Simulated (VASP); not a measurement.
# Ta (P6_3/mmc) in VASP: single point with PBEsol

Aim: the single point of Ta with PBEsol.

Program: VASP 6.6.1. These are calculated values, not measurements. Logs are shortened: lines on timing, memory, paths and dates and some standing lists are left out, and cuts for length are marked.

## 1. The cell of the first run

Symmetry: P6_3/mmc, No. 194, hexagonal system. The conventional cell has a = 2.866 Å, b = 2.866 Å, c = 5.093 Å, α = 90.00°, β = 90.00°, γ = 120.00°. Within 3.8 Å of Ta (site symmetry -6m2) lie 12 Ta at 2.87 to 3.04 Å.

This isn't the form of Ta at room conditions, which is bcc.

## 2. Single point, PBEsol

The input, INCAR:

```
ALGO = Normal ; EDIFF = 1E-6
ENCUT = 500 ; GGA = PS
GGA_COMPAT = F ; ISIF = 2
ISMEAR = 0 ; LASPH = T
LCHARG = F ; LREAL = F
LWAVE = F ; NBANDS = 18
NELM = 120 ; PREC = Accurate
SIGMA = 0.1
```

The input, KPOINTS:

```
k-points
0
Gamma
  6 6 4
```

The input, POSCAR:

```
Ta
1.0
    2.8658500324      0.0000000000      0.0000000000
   -1.4329250162      2.4818989315      0.0000000000
    0.0000000000      0.0000000000      5.0926752261
Ta
2
Direct
    0.3333333333      0.6666666667      0.2500000000
    0.6666666667      0.3333333333      0.7500000000
```

Potentials or basis: VASP PAW PBE potentials, release 64 (Ta_pv).

Launch:

```console
cat potpaw_PBE.64/Ta_pv/POTCAR > POTCAR
mpirun -np 1 vasp_std > vasp.out
```

OUTCAR:

```text
EDIFF = 1E-6
   ENCUT = 500
   GGA = PS
   ISIF = 2
   ISMEAR = 0
   LASPH = T
   LREAL = F
   NELM = 120
   PREC = Accurate

 ion  position               nearest neighbor table
   1  0.333  0.667  0.250-   2 3.04   2 3.04   2 3.04   2 3.04   2 3.04   2 3.04
   2  0.667  0.333  0.750-   1 3.04   1 3.04   1 3.04   1 3.04   1 3.04   1 3.04

  LATTYP: Found a hexagonal cell.
 ALAT       =     2.8658500324
 C/A-ratio  =     1.7770208380

  Lattice vectors:

 A1 = (   2.8658500324,   0.0000000000,   0.0000000000)
 A2 = (  -1.4329250162,   2.4818989315,   0.0000000000)
 A3 = (   0.0000000000,   0.0000000000,   5.0926752261)

Analysis of symmetry for initial positions (statically):
=====================================================================
 Subroutine PRICEL returns:
 Original cell was already a primitive cell.

 Routine SETGRP: Setting up the symmetry group for a
 hexagonal supercell.

 Subroutine GETGRP returns: Found 24 space group operations
 (whereof 12 operations were pure point group operations)
 out of a pool of 24 trial point group operations.

The static configuration has the point symmetry D_3d.
 The point group associated with its full space group is D_6h.

Analysis of symmetry for dynamics (positions and initial velocities):
=====================================================================
 Subroutine PRICEL returns:
 Original cell was already a primitive cell.

 Routine SETGRP: Setting up the symmetry group for a
 hexagonal supercell.

 Subroutine GETGRP returns: Found 24 space group operations
 (whereof 12 operations were pure point group operations)
 out of a pool of 24 trial point group operations.

The dynamic configuration has the point symmetry D_3d.
 The point group associated with its full space group is D_6h.

 Subroutine INISYM returns: Found 24 space group operations
 (whereof 12 operations are pure point group operations),
 and found     1 'primitive' translations

----------------------------------------------------------------------------------------

                                     Primitive cell

  volume of cell :      36.2229

  direct lattice vectors                    reciprocal lattice vectors
     2.865850032  0.000000000  0.000000000     0.348936612  0.201458647  0.000000000
    -1.432925016  2.481898931  0.000000000     0.000000000  0.402917293  0.000000000
     0.000000000  0.000000000  5.092675226     0.000000000  0.000000000  0.196360450

  length of vectors
     2.865850032  2.865850032  5.092675226     0.402917293  0.402917293  0.196360450

  position of ions in fractional coordinates (direct lattice)
     0.333333333  0.666666667  0.250000000
     0.666666667  0.333333333  0.750000000

  ion indices of the primitive-cell ions
   primitive index   ion index
                 1           1
                 2           2

----------------------------------------------------------------------------------------

 KPOINTS: k-points

Automatic generation of k-mesh.
 Grid dimensions read from file:
 generate k-points for:    6    6    4

 Generating k-lattice:

  Cartesian coordinates                     Fractional coordinates (reciprocal lattice)
     0.058156102  0.033576441  0.000000000     0.166666667 -0.000000000  0.000000000
     0.000000000  0.067152882  0.000000000     0.000000000  0.166666667  0.000000000
     0.000000000  0.000000000  0.049090113     0.000000000  0.000000000  0.250000000

  Length of vectors
     0.067152882  0.067152882  0.049090113

  Shift w.r.t. Gamma in fractional coordinates (k-lattice)
     0.000000000  0.000000000  0.000000000

 Subroutine IBZKPT returns following result:
 ===========================================

 Found     21 irreducible k-points:

 Following reciprocal coordinates:
            Coordinates               Weight
  0.000000  0.000000  0.000000      1.000000
  0.166667  0.000000  0.000000      6.000000
  0.333333  0.000000  0.000000      6.000000
  0.500000  0.000000  0.000000      3.000000
  0.166667  0.166667  0.000000      6.000000
  0.333333  0.166667  0.000000     12.000000
[... 13 lines left out ...]
  0.333333  0.166667  0.500000     12.000000
  0.333333  0.333333  0.500000      2.000000
   k-points           NKPTS =     21   k-points in BZ     NKDIM =     21   number of bands    NBANDS=     18
   number of dos      NEDOS =    301   number of ions     NIONS =      2
   total plane-waves  NPLWV =  23040
   dimension x,y,z NGX =    24 NGY =   24 NGZ =   40
   dimension x,y,z NGXF=    48 NGYF=   48 NGZF=   80
   ions per type =               2
   NGX,Y,Z   is equivalent  to a cutoff of  13.92, 13.92, 13.06 a.u.
   NGXF,Y,Z  is equivalent  to a cutoff of  27.84, 27.84, 26.12 a.u.
 SYSTEM =  unknown system
   PREC   = accura    normal or accurate (medium, high low for compatibility)
   ISTART =      0    job   : 0-new  1-cont  2-samecut
   ICHARG =      2    charge: 1-file 2-atom 10-const
   ISPIN  =      1    spin polarized calculation?
   LNONCOLLINEAR =      F non collinear calculations
   LSORBIT =      F    spin-orbit coupling
   LASPH  =      T    aspherical Exc in radial PAW
   ENCUT  =  500.0 eV  36.75 Ry    6.06 a.u.   5.23  5.23  9.29*2*pi/ulx,y,z
   NELM   =    120;   NELMIN=  2; NELMDL= -5     # of ELM steps
   EDIFF  = 0.1E-05   stopping-criterion for ELM
   LREAL  =      F    real-space projection
   EDIFFG = 0.1E-04   stopping-criterion for IOM
   NSW    =      0    number of steps for IOM
   IBRION =     -1    ionic relax: 0-MD 1-quasi-New 2-CG
   NFREE  =      0    steps in history (QN), initial steepest desc. (CG)
   ISIF   =      2    stress and relaxation
   ISYM   =      2    0-nonsym 1-usesym 2-fastsym
   POTIM  = 0.5000    time-step for ionic-motion
   TEBEG  =    0.0;   TEEND  =   0.0 temperature during run
   PSTRESS=    0.0 pullay stress
   NELECT =      22.0000    total number of electrons
   NUPDOWN=      -1.0000    fix difference up-down
   EMIN   =  10.00;   EMAX   =-10.00  energy-range for DOS
   EFERMI =   0.00;   METHOD = LEGACY
   ISMEAR =     0;   SIGMA  =   0.10  broadening in eV -4-tet -1-fermi 0-gaus
   EFERMI_NEDOS =   21; number of points for ismear=-14 and -15
   IALGO  =     38    algorithm
   IMIX   =      4    mixing-type and parameters
     AMIX     =   0.40;   BMIX     =  1.00
     AMIX_MAG =   1.60;   BMIX_MAG =  1.00
  volume/ion in A,a.u.               =      18.11       122.22
  Fermi-wavevector in a.u.,A,eV,Ry     =   1.386398  2.619912 26.151745  1.922099
  Thomas-Fermi vector in A             =   2.510717
   LORBIT       =      0    0 simple, 1 ext, 2 COOP (PROOUT), +10 PAW based schemes
   GGA     = PS    functional components
   LHFCALC =     F    Hartree Fock is set to
   AEXX    =    0.0000 exact exchange contribution
   IVDW    =     0    specifies the selected vdW correction
   LEPSILON=     F    determine dielectric tensor
   LRPA    =     F    only Hartree local field effects (RPA)
 non-spin polarized calculation
 Gauss-broadening in eV      SIGMA  =   0.10
  energy-cutoff  :      500.00
  volume of cell :       36.22
 maximum number of plane-waves:       932
 NGX is ok and might be reduce to    24
   NGX = 11   NGY = 11   NGZ = 19

 number of electron      22.0000000 magnetization

 Free energy of the ion-electron system (eV)
  ---------------------------------------------------
  ext. energy  EPLUGINS =         0.00000000
  ---------------------------------------------------
  free energy    TOTEN  =       -24.47684204 eV

  energy without entropy =      -24.46033432  energy(sigma->0) =      -24.46858818

 E-fermi :   5.6836     XC(G=0): -12.6865

 val. band max:        5.6209168481   @ k =   0.3333   0.1667   0.5000
 cond. band min:       5.6866705472   @ k =   0.3333   0.0000   0.0000
 fundamental gap:      0.0657536991
 Fermi energy:         5.6836262363

 k-point     1 :       0.0000    0.0000    0.0000
  band No.  band energies     occupation
      1     -28.7912      2.00000
      2     -27.8545      2.00000
      3     -27.7368      2.00000
      4     -27.7368      2.00000
      5     -27.6424      2.00000
      6     -27.6424      2.00000
[... 10 lines left out ...]
     17      11.0555      0.00000
     18      11.0555      0.00000

 k-point     2 :       0.1667    0.0000    0.0000
  band No.  band energies     occupation
      1     -28.6946      2.00000
      2     -28.0368      2.00000
      3     -27.9450      2.00000
      4     -27.8682      2.00000
      5     -27.8172      2.00000
      6     -27.6980      2.00000
[... 10 lines left out ...]
     17      11.3725      0.00000
     18      12.8731      0.00000

 k-point     3 :       0.3333    0.0000    0.0000
  band No.  band energies     occupation
      1     -28.6148      2.00000
      2     -28.5015      2.00000
      3     -28.4660      2.00000
      4     -27.9690      2.00000
      5     -27.9288      2.00000
      6     -27.8130      2.00000
[... 10 lines left out ...]
     17      11.5272      0.00000
     18      13.8526      0.00000

 k-point     4 :       0.5000    0.0000    0.0000
  band No.  band energies     occupation
      1     -28.8914      2.00000
      2     -28.7613      2.00000
      3     -28.3038      2.00000
      4     -28.0419      2.00000
      5     -28.0058      2.00000
      6     -27.8710      2.00000
[... 312 lines left out ...]
      4     -28.1086      2.00000
      5     -27.9052      2.00000
      6     -27.9052      2.00000
[... 10 lines left out ...]
     17      10.9256      0.00000
     18      10.9256      0.00000

 k-point    20 :       0.3333    0.1667    0.5000
  band No.  band energies     occupation
      1     -28.7586      2.00000
      2     -28.7586      2.00000
      3     -28.1845      2.00000
      4     -28.1845      2.00000
      5     -28.0057      2.00000
      6     -28.0057      2.00000
[... 10 lines left out ...]
     17      13.4821      0.00000
     18      13.4821      0.00000

 k-point    21 :       0.3333    0.3333    0.5000
  band No.  band energies     occupation
      1     -28.6103      2.00000
      2     -28.6103      2.00000
      3     -28.4900      2.00000
      4     -28.4900      2.00000
      5     -28.0075      2.00000
      6     -28.0075      2.00000
[... 10 lines left out ...]
     17      15.4646      0.00000
     18      15.4676      0.00000

------------------------ aborting loop because EDIFF is reached ----------------------------------------

  FORCE on cell =-STRESS in cart. coord.  units (eV):
  Direction    XX          YY          ZZ          XY          YZ          ZX
  --------------------------------------------------------------------------------------
  -------------------------------------------------------------------------------------
  Total       -0.2030803     -0.2030803     -0.1174004      0.0000000      0.0000000      0.0000000
  in kB       -8.9824499     -8.9824499     -5.1927405      0.0000000      0.0000000      0.0000000
  external PRESSURE =      -7.7192134 kB  Pullay stress =       0.0000000 kB

 VOLUME and BASIS-vectors are now :
 -----------------------------------------------------------------------------
  energy-cutoff  :      500.00
  volume of cell :       36.22
      direct lattice vectors                 reciprocal lattice vectors
     2.865850032  0.000000000  0.000000000     0.348936612  0.201458647  0.000000000
    -1.432925016  2.481898931  0.000000000     0.000000000  0.402917293  0.000000000
     0.000000000  0.000000000  5.092675226     0.000000000  0.000000000  0.196360450

 POSITION                                       TOTAL-FORCE (eV/Angst)
 -----------------------------------------------------------------------------------
     -0.00000      1.65460      1.27317         0.000000     -0.000000      0.000000
      1.43293      0.82730      3.81951        -0.000000      0.000000      0.000000
 -----------------------------------------------------------------------------------
    total drift:                                0.000000     -0.000000      0.000000

  FREE ENERGIE OF THE ION-ELECTRON SYSTEM (eV)
  ---------------------------------------------------
  free  energy   TOTEN  =       -24.4768420443 eV

  energy  without entropy=      -24.4603343168  energy(sigma->0) =      -24.46858818
```

Run time: 12 s. Hardware: 1 thread of Intel Xeon Platinum 8259CL at 2.50GHz (Skylake/Cascade Lake), shared host; peak memory 0.16 GiB.

Results:

```yaml
Free_energy: -24.4768 eV
Pressure: -0.8 GPa
Band_gap_on_the_k_mesh: zero (bands 11 and 12 overlap by 2.39 eV)
```

Caveat: the k points lie up to 0.42 Å⁻¹ apart, too coarse for converged energies and pressures of a metal; the PAW data sets were made with another functional, which shifts forces and pressure a little; spin-orbit coupling is left out, which moves the levels of the heavy elements.

The gap in the log of VASP goes by the Fermi energy; the results here count the filled bands.